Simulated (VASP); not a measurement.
# S (R-3m) in VASP: single point with revPBE+D3(BJ)

Aim: the single point of S with revPBE+D3(BJ).

Program: VASP 6.6.1. These are calculated values, not measurements. Logs are shortened: lines on timing, memory, paths and dates and some standing lists are left out, and cuts for length are marked.

## 1. The cell of the first run

Symmetry: R-3m, No. 166, trigonal system. The conventional cell has a = 3.651 Å, b = 3.651 Å, c = 4.222 Å, α = 90.00°, β = 90.00°, γ = 120.00°. S (site symmetry -3m) has 6 S at 2.53 Å within 3.3 Å.

## 2. Single point, revPBE+D3(BJ)

File INCAR:

```
SYSTEM = S
PREC = Accurate
ENCUT = 520
EDIFF = 1E-7
ISMEAR = 1
SIGMA = 0.02
LREAL = .False.
LASPH = .True.
NELM = 60
ALGO = Normal
ISIF = 2
LWAVE = .False.
LCHARG = .False.
GGA = RE
IVDW = 12
NBANDS = 9
```

File KPOINTS:

```
Automatic mesh
0
Gamma
  8 8 8
  0 0 0
```

File POSCAR:

```
S
1.0
    1.8254576829      1.0539284873      1.4072209658
   -1.8254576829      1.0539284873      1.4072209658
    0.0000000000     -2.1078569665      1.4072209719
S
1
Direct
    0.0000000000      0.0000000000      0.0000000000
```

Potentials or basis: VASP PAW PBE potentials, release 64 (S).

Command:

```console
cat potpaw_PBE.64/S/POTCAR > POTCAR
mpirun -np 1 vasp_std > vasp.out
```

OUTCAR:

```text
SYSTEM = S
   PREC = Accurate
   ENCUT = 520
   EDIFF = 1E-7
   ISMEAR = 1
   LREAL = .False.
   LASPH = .True.
   NELM = 60
   ISIF = 2
   GGA = RE
   IVDW = 12
 IVDW          = 12

 ion  position               nearest neighbor table
   1  0.000  0.000  0.000-

  LATTYP: Found a trigonal (rhomboedric) cell.
 ALAT       =     2.5344292957
 COS(alpha) =    -0.0375598917

  Lattice vectors:

 A1 = (   1.8254576829,   1.0539284873,   1.4072209658)
 A2 = (  -1.8254576829,   1.0539284873,   1.4072209658)
 A3 = (   0.0000000000,  -2.1078569665,   1.4072209719)

Analysis of symmetry for initial positions (statically):
=====================================================================
 Subroutine PRICEL returns:
 Original cell was already a primitive cell.

 Routine SETGRP: Setting up the symmetry group for a
 trigonal (rhombohedral) supercell.

 Subroutine GETGRP returns: Found 12 space group operations
 (whereof 12 operations were pure point group operations)
 out of a pool of 12 trial point group operations.

The static configuration has the point symmetry D_3d.

Analysis of symmetry for dynamics (positions and initial velocities):
=====================================================================
 Subroutine PRICEL returns:
 Original cell was already a primitive cell.

 Routine SETGRP: Setting up the symmetry group for a
 trigonal (rhombohedral) supercell.

 Subroutine GETGRP returns: Found 12 space group operations
 (whereof 12 operations were pure point group operations)
 out of a pool of 12 trial point group operations.

The dynamic configuration has the point symmetry D_3d.

 Subroutine INISYM returns: Found 12 space group operations
 (whereof 12 operations are pure point group operations),
 and found     1 'primitive' translations

----------------------------------------------------------------------------------------

                                     Primitive cell

  volume of cell :      16.2441

  direct lattice vectors                    reciprocal lattice vectors
     1.825457683  1.053928487  1.407220966     0.273903912  0.158138498  0.236873484
    -1.825457683  1.053928487  1.407220966    -0.273903912  0.158138498  0.236873484
     0.000000000 -2.107856966  1.407220972     0.000000000 -0.316276994  0.236873485

  length of vectors
     2.534429296  2.534429296  2.534429296     0.395145776  0.395145776  0.395145776

  position of ions in fractional coordinates (direct lattice)
     0.000000000  0.000000000  0.000000000

  ion indices of the primitive-cell ions
   primitive index   ion index
                 1           1

----------------------------------------------------------------------------------------

 KPOINTS: Automatic mesh

Automatic generation of k-mesh.
 Grid dimensions read from file:
 generate k-points for:    8    8    8

 Generating k-lattice:

  Cartesian coordinates                     Fractional coordinates (reciprocal lattice)
     0.034237989  0.019767312  0.029609185     0.125000000 -0.000000000  0.000000000
    -0.034237989  0.019767312  0.029609185    -0.000000000  0.125000000  0.000000000
     0.000000000 -0.039534624  0.029609186     0.000000000  0.000000000  0.125000000

  Length of vectors
     0.049393222  0.049393222  0.049393222

  Shift w.r.t. Gamma in fractional coordinates (k-lattice)
     0.000000000  0.000000000  0.000000000

 Subroutine IBZKPT returns following result:
 ===========================================

 Found     65 irreducible k-points:

 Following reciprocal coordinates:
            Coordinates               Weight
  0.000000  0.000000  0.000000      1.000000
  0.125000  0.000000 -0.000000      6.000000
  0.250000  0.000000 -0.000000      6.000000
  0.375000  0.000000 -0.000000      6.000000
  0.500000  0.000000 -0.000000      3.000000
  0.125000  0.125000 -0.000000      6.000000
[... 16 lines left out ...]
  0.250000  0.125000  0.125000      6.000000
  0.375000  0.125000  0.125000      6.000000
 [... further k-points ...]
   k-points           NKPTS =     65   k-points in BZ     NKDIM =     65   number of bands    NBANDS=      9
   number of dos      NEDOS =    301   number of ions     NIONS =      1
   total plane-waves  NPLWV =   8000
   dimension x,y,z NGX =    20 NGY =   20 NGZ =   20
   dimension x,y,z NGXF=    40 NGYF=   40 NGZF=   40
   ions per type =               1
   NGX,Y,Z   is equivalent  to a cutoff of  13.12, 13.12, 13.12 a.u.
   NGXF,Y,Z  is equivalent  to a cutoff of  26.24, 26.24, 26.24 a.u.
 SYSTEM =  S
   PREC   = accura    normal or accurate (medium, high low for compatibility)
   ISTART =      0    job   : 0-new  1-cont  2-samecut
   ICHARG =      2    charge: 1-file 2-atom 10-const
   ISPIN  =      1    spin polarized calculation?
   LNONCOLLINEAR =      F non collinear calculations
   LSORBIT =      F    spin-orbit coupling
   LASPH  =      T    aspherical Exc in radial PAW
   ENCUT  =  520.0 eV  38.22 Ry    6.18 a.u.   4.71  4.71  4.71*2*pi/ulx,y,z
   NELM   =     60;   NELMIN=  2; NELMDL= -5     # of ELM steps
   EDIFF  = 0.1E-06   stopping-criterion for ELM
   LREAL  =      F    real-space projection
   EDIFFG = 0.1E-05   stopping-criterion for IOM
   NSW    =      0    number of steps for IOM
   IBRION =     -1    ionic relax: 0-MD 1-quasi-New 2-CG
   NFREE  =      0    steps in history (QN), initial steepest desc. (CG)
   ISIF   =      2    stress and relaxation
   ISYM   =      2    0-nonsym 1-usesym 2-fastsym
   POTIM  = 0.5000    time-step for ionic-motion
   TEBEG  =    0.0;   TEEND  =   0.0 temperature during run
   PSTRESS=    0.0 pullay stress
   NELECT =       6.0000    total number of electrons
   NUPDOWN=      -1.0000    fix difference up-down
   EMIN   =  10.00;   EMAX   =-10.00  energy-range for DOS
   EFERMI =   0.00;   METHOD = LEGACY
   ISMEAR =     1;   SIGMA  =   0.02  broadening in eV -4-tet -1-fermi 0-gaus
   EFERMI_NEDOS =   21; number of points for ismear=-14 and -15
   IALGO  =     38    algorithm
   IMIX   =      4    mixing-type and parameters
     AMIX     =   0.40;   BMIX     =  1.00
     AMIX_MAG =   1.60;   BMIX_MAG =  1.00
  volume/ion in A,a.u.               =      16.24       109.62
  Fermi-wavevector in a.u.,A,eV,Ry     =   1.174608  2.219688 18.772024  1.379705
  Thomas-Fermi vector in A             =   2.311003
   LORBIT       =      0    0 simple, 1 ext, 2 COOP (PROOUT), +10 PAW based schemes
   GGA     = RE    functional components
   LHFCALC =     F    Hartree Fock is set to
   AEXX    =    0.0000 exact exchange contribution
   IVDW    =    12    specifies the selected vdW correction
   LEPSILON=     F    determine dielectric tensor
   LRPA    =     F    only Hartree local field effects (RPA)
 non-spin polarized calculation
 Methfessel and Paxton  Order N= 1 SIGMA  =   0.02
  energy-cutoff  :      520.00
  volume of cell :       16.24
 maximum number of plane-waves:       455
   NGX =  9   NGY =  9   NGZ =  9

 number of electron       5.9999997 magnetization

 Free energy of the ion-electron system (eV)
  ---------------------------------------------------
  ext. energy  EPLUGINS =         0.00000000
  ---------------------------------------------------
  free energy    TOTEN  =        -3.11741768 eV

  energy without entropy =       -3.11730161  energy(sigma->0) =       -3.11737899

 E-fermi :   7.8668     XC(G=0): -10.7556

 val. band max:        7.7653401223   @ k =   0.2500   0.1250  -0.0000
 cond. band min:       7.8707915852   @ k =  -0.1250   0.2500   0.1250
 fundamental gap:      0.1054514629
 Fermi energy:         7.8667697137

 k-point     1 :       0.0000    0.0000    0.0000
  band No.  band energies     occupation
      1      -9.6854      2.00000
      2       9.2383      0.00000
      3       9.5967      0.00000
      4       9.5967      0.00000
      5      15.0451      0.00000
      6      15.0451      0.00000
      7      18.7864      0.00000
      8      29.6604      0.00000
      9      29.8690      0.00000

 k-point     2 :       0.1250    0.0000   -0.0000
  band No.  band energies     occupation
      1      -9.3945      2.00000
      2       7.0772      2.00000
      3       9.5552      0.00000
      4       9.7879      0.00000
      5      15.2879      0.00000
      6      16.9317      0.00000
      7      20.0080      0.00000
      8      27.7815      0.00000
      9      27.9493      0.00000

 k-point     3 :       0.2500    0.0000   -0.0000
  band No.  band energies     occupation
      1      -8.5639      2.00000
      2       3.5377      2.00000
      3      10.0662      0.00000
      4      10.3026      0.00000
      5      15.9420      0.00000
      6      18.6713      0.00000
      7      23.2542      0.00000
      8      24.9884      0.00000
      9      24.9932      0.00000

 k-point     4 :       0.3750    0.0000   -0.0000
  band No.  band energies     occupation
      1      -7.4017      2.00000
      2       0.6082      2.00000
      3      10.6867      0.00000
      4      10.9230      0.00000
      5      16.7227      0.00000
      6      20.3248      0.00000
      7      22.3861      0.00000
      8      22.7862      0.00000
      9      24.6494      0.00000
[... 205 lines left out ...]
 k-point    22 :       0.1250    0.1250    0.1250
  band No.  band energies     occupation
      1      -8.7583      2.00000
      2       7.1988      2.00000
      3       7.1988      2.00000
      4       7.6664      2.00000
      5      18.9670      0.00000
      6      18.9670      0.00000
      7      21.1463      0.00000
      8      26.7121      0.00000
      9      26.7133      0.00000

 k-point    23 :       0.2500    0.1250    0.1250
  band No.  band energies     occupation
      1      -7.8988      2.00000
      2       3.8375      2.00000
      3       7.7257      2.00000
      4       8.1233     -0.00000
      5      19.5948      0.00000
      6      20.4365      0.00000
      7      22.5962      0.00000
      8      23.3426      0.00000
      9      26.1729      0.00000

 k-point    24 :       0.3750    0.1250    0.1250
  band No.  band energies     occupation
      1      -6.7335      2.00000
      2       0.9938      2.00000
      3       8.4557      0.00000
      4       8.9458      0.00000
      5      18.8434      0.00000
      6      20.0083      0.00000
      7      20.8249      0.00000
      8      23.8398      0.00000
      9      27.5134      0.00000

 [... further k-points ...]

------------------------ aborting loop because EDIFF is reached ----------------------------------------

 Edisp (eV)   -0.76153

 E8    (eV) :    -0.4927

  FORCE on cell =-STRESS in cart. coord.  units (eV):
  Direction    XX          YY          ZZ          XY          YZ          ZX
  --------------------------------------------------------------------------------------
  -------------------------------------------------------------------------------------
  Total      -0.03433    -0.03433    -0.03202     0.00000     0.00000     0.00000
  in kB      -3.38646    -3.38646    -3.15771     0.00000     0.00000     0.00000
  external pressure =       -3.31 kB  Pullay stress =        0.00 kB

 VOLUME and BASIS-vectors are now :
 -----------------------------------------------------------------------------
  energy-cutoff  :      520.00
  volume of cell :       16.24
      direct lattice vectors                 reciprocal lattice vectors
     1.825457683  1.053928487  1.407220966     0.273903912  0.158138498  0.236873484
    -1.825457683  1.053928487  1.407220966    -0.273903912  0.158138498  0.236873484
     0.000000000 -2.107856966  1.407220972     0.000000000 -0.316276994  0.236873485

 POSITION                                       TOTAL-FORCE (eV/Angst)
 -----------------------------------------------------------------------------------
      0.00000      0.00000      0.00000         0.000000      0.000000      0.000000
 -----------------------------------------------------------------------------------
    total drift:                                0.000000     -0.000000      0.000000

  FREE ENERGIE OF THE ION-ELECTRON SYSTEM (eV)
  ---------------------------------------------------
  free  energy   TOTEN  =        -3.8789503035 eV

  energy  without entropy=       -3.8788342390  energy(sigma->0) =       -3.87891162
```

It took 4.2 s on 1 thread of Intel Xeon 6975P-C, shared host; peak memory 0.13 GiB.

What came out:

```
Free energy                : -3.8790 eV
Pressure                   : -0.3 GPa
Band gap on the k mesh     : zero (band 3 reaches 10.99 eV, above the bottom of band 4 at 4.32 eV)
Dispersion energy per atom : -0.762 eV
```

Levels at points of the mesh, in eV from the Fermi level:
| k point | band 1 | band 2 | band 3 | band 4 | band 5 | band 6 | band 7 | band 8 |
| --- | --- | --- | --- | --- | --- | --- | --- | --- |
| (0.00, 0.00, 0.00) | -17.55 | 1.37 | 1.73 | 1.73 | 7.18 | 7.18 | 10.92 | 21.79 |
| (0.50, 0.00, 0.00) | -14.56 | -8.57 | 3.12 | 3.36 | 9.22 | 13.22 | 14.11 | 14.75 |
| (0.50, 0.50, 0.00) | -11.55 | -6.40 | -5.86 | 2.33 | 4.70 | 13.91 | 15.72 | 16.34 |
| (0.50, 0.50, 0.50) | -8.33 | -4.25 | -4.25 | -3.55 | 5.21 | 5.21 | 6.19 | 12.12 |

Caveat: the PAW data sets were made with another functional, which shifts forces and pressure a little; pairwise dispersion overbinds metals, which lowers pressure and volume.
